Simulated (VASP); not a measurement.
Set up this calculation in VASP 6.6.1, as the native input.

```
Task                   : single point
Functional             : LDA
Potentials or basis    : VASP PAW LDA potentials, release 64 (Ga_d)
Cutoff                 : 500 eV
k mesh                 : 9 × 9 × 7
Occupations            : methfessel-paxton, width 0.05 eV
Spin                   : no spin polarisation
Dipole correction      : no
Further INCAR settings : ALGO = Normal; EDIFF = 1e-06; NBANDS = 34
```

The structure of Ga lies in POSCAR:

```
Ga
1.0
    2.2615000000     -3.8305000000      0.0000000000
    2.2615000000      3.8305000000      0.0000000000
    0.0000000000      0.0000000000      4.5240000000
Ga
4
Direct
    0.3451000000      0.6549000000      0.4212104332
    0.1549000000      0.8451000000      0.9190000000
    0.6549000000      0.3451000000      0.5810000000
    0.8451000000      0.1549000000      0.0810000000
```

One way to write it, as run:

INCAR

```
PREC     = Accurate       # precision mode
ENCUT    = 500            # plane-wave cutoff, eV
EDIFF    = 1E-6           # SCF threshold, eV
ISMEAR   = 1              # smearing method
SIGMA    = 0.05           # smearing width, eV
LREAL    = F              # projectors in reciprocal space
LASPH    = T              # aspherical terms in the spheres
NELM     = 120            # most SCF steps
ALGO     = Normal         # electronic algorithm
ISIF     = 2              # what is computed and relaxed
LWAVE    = F              # write WAVECAR
LCHARG   = F              # write CHGCAR
GGA      = CA             # functional
NBANDS   = 34             # bands
GGA_COMPAT= F
```

KPOINTS

```
Automatic mesh
0
Gamma
  9 9 7
```

Potentials or basis: VASP PAW LDA potentials, release 64 (Ga_d).

Run with:

```bash
$ cat potpaw_LDA.64/Ga_d/POTCAR > POTCAR
$ mpirun -np 1 vasp_std > vasp.out
```

It gave:

```json
{"Pressure": "-3.7 GPa", "Largest force": "0.175 eV/Å", "Band gap on the k mesh": "zero (bands 26 and 27 overlap by 0.93 eV)"}
```

Caveat: the cell stands under tension.

Run time: 4 min on 1 thread of Oxide Virtual Turin-like Processor (shared host), peak memory 0.33 GiB.
